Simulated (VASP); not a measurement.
# Rb (I4/mmm) in VASP: further runs

Rb is run at these levels: PBEsol; tasks: relaxation of cell and atoms.

Everything below comes from runs of VASP 6.6.1. Logs are shortened: lines on timing, memory, paths and dates and some standing lists are left out, and cuts for length are marked.

## Step 1: The cell of the first run

Symmetry: I4/mmm, No. 139, tetragonal system. Conventional cell: a = 5.715 Å, b = 5.715 Å, c = 5.309 Å, α = 90.00°, β = 90.00°, γ = 90.00°.

## Step 2: Relaxation of cell and atoms, PBEsol

INCAR reads:

```
SYSTEM = Rb
PREC = Accurate
ENCUT = 600
EDIFF = 1E-7
ISMEAR = 0
SIGMA = 0.1
LREAL = .False.
LASPH = .True.
NELM = 80
ALGO = Fast
ISIF = 3
LWAVE = .False.
LCHARG = .False.
GGA = PS
IBRION = 2
NSW = 100
EDIFFG = -0.005
```

KPOINTS reads:

```
Automatic mesh
0
Gamma
  12 12 12
  0 0 0
```

POSCAR reads:

```
Rb
1.0
   -2.8573522396      2.8573522396      2.6545287614
    2.8573522396     -2.8573522396      2.6545287614
    2.8573522396      2.8573522396     -2.6545287614
Rb
1
Direct
    0.0000000000      0.0000000000      0.0000000000
```

Potentials or basis: VASP PAW PBE potentials, release 64 (Rb_sv).

Launch:

```
$ cat potpaw_PBE.64/Rb_sv/POTCAR > POTCAR
$ mpirun -np 1 vasp_std > vasp.out
```

OUTCAR:

```text
SYSTEM = Rb
   PREC = Accurate
   ENCUT = 600
   EDIFF = 1E-7
   ISMEAR = 0
   LREAL = .False.
   LASPH = .True.
   NELM = 80
   ISIF = 3
   GGA = PS
   IBRION = 2
   NSW = 100
   EDIFFG = -0.005

 ion  position               nearest neighbor table
   1  0.000  0.000  0.000-

  LATTYP: Found a body centered tetragonal cell.
 ALAT       =     5.7147044792
 C/A-ratio  =     0.9290169845

  Lattice vectors:

 A1 = (  -2.8573522396,   2.8573522396,   2.6545287614)
 A2 = (   2.8573522396,  -2.8573522396,   2.6545287614)
 A3 = (   2.8573522396,   2.8573522396,  -2.6545287614)

Analysis of symmetry for initial positions (statically):
=====================================================================
 Subroutine PRICEL returns:
 Original cell was already a primitive cell.

 Routine SETGRP: Setting up the symmetry group for a
 body centered tetragonal supercell.

 Subroutine GETGRP returns: Found 16 space group operations
 (whereof 16 operations were pure point group operations)
 out of a pool of 16 trial point group operations.

The static configuration has the point symmetry D_4h.

Analysis of symmetry for dynamics (positions and initial velocities):
=====================================================================
 Subroutine PRICEL returns:
 Original cell was already a primitive cell.

 Routine SETGRP: Setting up the symmetry group for a
 body centered tetragonal supercell.

 Subroutine GETGRP returns: Found 16 space group operations
 (whereof 16 operations were pure point group operations)
 out of a pool of 16 trial point group operations.

The dynamic configuration has the point symmetry D_4h.

 Subroutine INISYM returns: Found 16 space group operations
 (whereof 16 operations are pure point group operations),
 and found     1 'primitive' translations

----------------------------------------------------------------------------------------

                                     Primitive cell

  volume of cell :      86.6912

  direct lattice vectors                    reciprocal lattice vectors
    -2.857352240  2.857352240  2.654528761     0.000000000  0.174987176  0.188357349
     2.857352240 -2.857352240  2.654528761     0.174987176  0.000000000  0.188357349
     2.857352240  2.857352240 -2.654528761     0.174987176  0.174987176  0.000000000

  length of vectors
     4.834816086  4.834816086  4.834816086     0.257097263  0.257097263  0.247469238

  position of ions in fractional coordinates (direct lattice)
     0.000000000  0.000000000  0.000000000

  ion indices of the primitive-cell ions
   primitive index   ion index
                 1           1

----------------------------------------------------------------------------------------

 KPOINTS: Automatic mesh

Automatic generation of k-mesh.
 Grid dimensions read from file:
 generate k-points for:   12   12   12

 Generating k-lattice:

  Cartesian coordinates                     Fractional coordinates (reciprocal lattice)
     0.000000000  0.014582265  0.015696446     0.083333333 -0.000000000  0.000000000
     0.014582265  0.000000000  0.015696446    -0.000000000  0.083333333  0.000000000
     0.014582265  0.014582265  0.000000000     0.000000000  0.000000000  0.083333333

  Length of vectors
     0.021424772  0.021424772  0.020622436

  Shift w.r.t. Gamma in fractional coordinates (k-lattice)
     0.000000000  0.000000000  0.000000000

 Subroutine IBZKPT returns following result:
 ===========================================

 Found    163 irreducible k-points:

 Following reciprocal coordinates:
            Coordinates               Weight
  0.000000  0.000000  0.000000      1.000000
  0.083333  0.000000 -0.000000      8.000000
  0.166667  0.000000  0.000000      8.000000
  0.250000  0.000000  0.000000      8.000000
  0.333333  0.000000  0.000000      8.000000
  0.416667  0.000000  0.000000      8.000000
[... 16 lines left out ...]
  0.500000  0.166667  0.000000     16.000000
 -0.416667  0.166667 -0.000000     16.000000
 [... further k-points ...]
   k-points           NKPTS =    163   k-points in BZ     NKDIM =    163   number of bands    NBANDS=      8
   number of dos      NEDOS =    301   number of ions     NIONS =      1
   total plane-waves  NPLWV =  64000
   dimension x,y,z NGX =    40 NGY =   40 NGZ =   40
   dimension x,y,z NGXF=    80 NGYF=   80 NGZF=   80
   ions per type =               1
   NGX,Y,Z   is equivalent  to a cutoff of  13.75, 13.75, 13.75 a.u.
   NGXF,Y,Z  is equivalent  to a cutoff of  27.51, 27.51, 27.51 a.u.
 SYSTEM =  Rb
   PREC   = accura    normal or accurate (medium, high low for compatibility)
   ISTART =      0    job   : 0-new  1-cont  2-samecut
   ICHARG =      2    charge: 1-file 2-atom 10-const
   ISPIN  =      1    spin polarized calculation?
   LNONCOLLINEAR =      F non collinear calculations
   LSORBIT =      F    spin-orbit coupling
   LASPH  =      T    aspherical Exc in radial PAW
   ENCUT  =  600.0 eV  44.10 Ry    6.64 a.u.   9.66  9.66  9.66*2*pi/ulx,y,z
   NELM   =     80;   NELMIN=  2; NELMDL= -5     # of ELM steps
   EDIFF  = 0.1E-06   stopping-criterion for ELM
   LREAL  =      F    real-space projection
   EDIFFG = -.5E-02   stopping-criterion for IOM
   NSW    =    100    number of steps for IOM
   IBRION =      2    ionic relax: 0-MD 1-quasi-New 2-CG
   NFREE  =      1    steps in history (QN), initial steepest desc. (CG)
   ISIF   =      3    stress and relaxation
   ISYM   =      2    0-nonsym 1-usesym 2-fastsym
   POTIM  = 0.5000    time-step for ionic-motion
   TEBEG  =    0.0;   TEEND  =   0.0 temperature during run
   PSTRESS=    0.0 pullay stress
   NELECT =       9.0000    total number of electrons
   NUPDOWN=      -1.0000    fix difference up-down
   EMIN   =  10.00;   EMAX   =-10.00  energy-range for DOS
   EFERMI =   0.00;   METHOD = LEGACY
   ISMEAR =     0;   SIGMA  =   0.10  broadening in eV -4-tet -1-fermi 0-gaus
   EFERMI_NEDOS =   21; number of points for ismear=-14 and -15
   IALGO  =     68    algorithm
   IMIX   =      4    mixing-type and parameters
     AMIX     =   0.40;   BMIX     =  1.00
     AMIX_MAG =   1.60;   BMIX_MAG =  1.00
  volume/ion in A,a.u.               =      86.69       585.02
  Fermi-wavevector in a.u.,A,eV,Ry     =   0.769421  1.453995  8.054766  0.592009
  Thomas-Fermi vector in A             =   1.870406
   LORBIT       =      0    0 simple, 1 ext, 2 COOP (PROOUT), +10 PAW based schemes
   GGA     = PS    functional components
   LHFCALC =     F    Hartree Fock is set to
   AEXX    =    0.0000 exact exchange contribution
   IVDW    =     0    specifies the selected vdW correction
   LEPSILON=     F    determine dielectric tensor
   LRPA    =     F    only Hartree local field effects (RPA)
 conjugate gradient relaxation of ions
 non-spin polarized calculation
 RMM-DIIS sequential band-by-band and
 Gauss-broadening in eV      SIGMA  =   0.10
  energy-cutoff  :      600.00
  volume of cell :       86.69
 maximum number of plane-waves:      2927
   NGX = 19   NGY = 19   NGZ = 19

--------------------------------------- Ionic step        1  -------------------------------------------

 number of electron       9.0000000 magnetization

 Free energy of the ion-electron system (eV)
  ---------------------------------------------------
  ext. energy  EPLUGINS =         0.00000000
  ---------------------------------------------------
  free energy    TOTEN  =        -1.02574764 eV

  energy without entropy =       -1.02104543  energy(sigma->0) =       -1.02339653

------------------------ aborting loop because EDIFF is reached ----------------------------------------

  FORCE on cell =-STRESS in cart. coord.  units (eV):
  Direction    XX          YY          ZZ          XY          YZ          ZX
  --------------------------------------------------------------------------------------
  -------------------------------------------------------------------------------------
  Total       -0.0080112     -0.0080112      0.0059483      0.0000000      0.0000000     -0.0000000
  in kB       -0.1480583     -0.1480583      0.1099325      0.0000000      0.0000000     -0.0000000
  external PRESSURE =      -0.0620614 kB  Pullay stress =       0.0000000 kB
[... 265 lines left out ...]
  energy  without entropy=       -1.0209222119  energy(sigma->0) =       -1.02338549

--------------------------------------- Ionic step        9  -------------------------------------------

 number of electron       9.0000000 magnetization

 Free energy of the ion-electron system (eV)
  ---------------------------------------------------
  ext. energy  EPLUGINS =         0.00000000
  ---------------------------------------------------
  free energy    TOTEN  =        -1.02587915 eV

  energy without entropy =       -1.02082527  energy(sigma->0) =       -1.02335221

 E-fermi :   0.0513     XC(G=0):  -5.6486

 val. band max:        0.0413189982   @ k =   0.5000   0.3333   0.0000
 cond. band min:       0.0790436595   @ k =   0.5000   0.1667   0.0000
 fundamental gap:      0.0377246613
 Fermi energy:         0.0513489144

 k-point     1 :       0.0000    0.0000    0.0000
  band No.  band energies     occupation
      1     -28.7704      2.00000
      2     -12.8118      2.00000
      3     -12.8118      2.00000
      4     -12.8118      2.00000
      5      -1.9846      2.00000
      6       3.6192      0.00000
      7       3.8807      0.00000
      8       3.8807      0.00000
[... 243 lines left out ...]
 k-point    24 :      -0.4167    0.1667   -0.0000
  band No.  band energies     occupation
      1     -28.7658      2.00000
      2     -12.8985      2.00000
      3     -12.8462      2.00000
      4     -12.8202      2.00000
      5      -0.5120      2.00000
      6       1.9824      0.00000
      7       2.4707      0.00000
      8       4.4499      0.00000

 [... further k-points ...]

------------------------ aborting loop because EDIFF is reached ----------------------------------------

  FORCE on cell =-STRESS in cart. coord.  units (eV):
  Direction    XX          YY          ZZ          XY          YZ          ZX
  --------------------------------------------------------------------------------------
  -------------------------------------------------------------------------------------
  Total       -0.0011523     -0.0011523      0.0015777      0.0000000     -0.0000000     -0.0000000
  in kB       -0.0213430     -0.0213430      0.0292222      0.0000000     -0.0000000     -0.0000000
  external PRESSURE =      -0.0044879 kB  Pullay stress =       0.0000000 kB
[... 16 lines left out ...]
  FREE ENERGIE OF THE ION-ELECTRON SYSTEM (eV)
  ---------------------------------------------------
  free  energy   TOTEN  =        -1.0258791457 eV

  energy  without entropy=       -1.0208252706  energy(sigma->0) =       -1.02335221

 reached required accuracy - stopping structural energy minimisation
```

Run time: 5 min. Hardware: 1 thread of Intel Xeon 6975P-C (Granite Rapids), shared host; peak memory 0.35 GiB.

What came out:

```
Free energy                           : -1.0259 eV
Relaxed volume                        : 86.50 Å³/atom
Relaxed cell                          : a = 4.828 Å, b = 4.828 Å, c = 4.828 Å, α = 108.19°, β = 108.19°, γ = 112.06°
Space group after relaxing (to 0.1 Å) : I4/mmm (No. 139)
Energy gained by relaxing             : 0.1 meV/atom
Ionic steps                           : 9
Pressure after relaxing               : 0.0 GPa
Band gap on the k mesh                : zero (an odd number of electrons rules out a gap without spin polarisation)
```

The path:
```csv
step,energy change (eV),largest force (eV/Å),pressure (GPa),volume (Å³)
1,0.0000,0.0000,-0.01,86.69
2,0.0000,0.0000,0.00,86.65
3,0.0000,0.0000,0.00,86.52
4,-0.0001,0.0000,0.01,86.27
5,0.0000,0.0000,0.02,85.76
6,-0.0001,0.0000,0.01,86.06
7,-0.0001,0.0000,0.01,86.11
8,-0.0001,0.0000,0.01,86.24
9,-0.0001,0.0000,0.00,86.50
```

Final structure:
```
Rb
1.0
    -2.83129    2.83129    2.69765
     2.83129   -2.83129    2.69765
     2.83129    2.83129   -2.69765
Rb
1
Direct
  0.00000 0.00000 0.00000
```

Levels at points of the mesh, in eV from the Fermi level:
```csv
k point,band 3,band 4,band 5,band 6,band 7,band 8
"(0.00, 0.00, 0.00)",-12.86,-12.86,-2.04,3.57,3.83,3.83
"(0.50, 0.00, 0.00)",-12.90,-12.87,0.26,0.87,2.52,4.42
"(0.50, 0.50, 0.00)",-12.90,-12.86,0.17,0.75,2.79,4.25
"(0.50, 0.50, 0.50)",-12.95,-12.94,1.17,1.30,3.22,3.22
```

Caveat: the PAW data sets were made with another functional, which shifts forces and pressure a little.

(Continued in part 2 of 2.)

The gap in the log of VASP goes by the Fermi energy; the results here count the filled bands.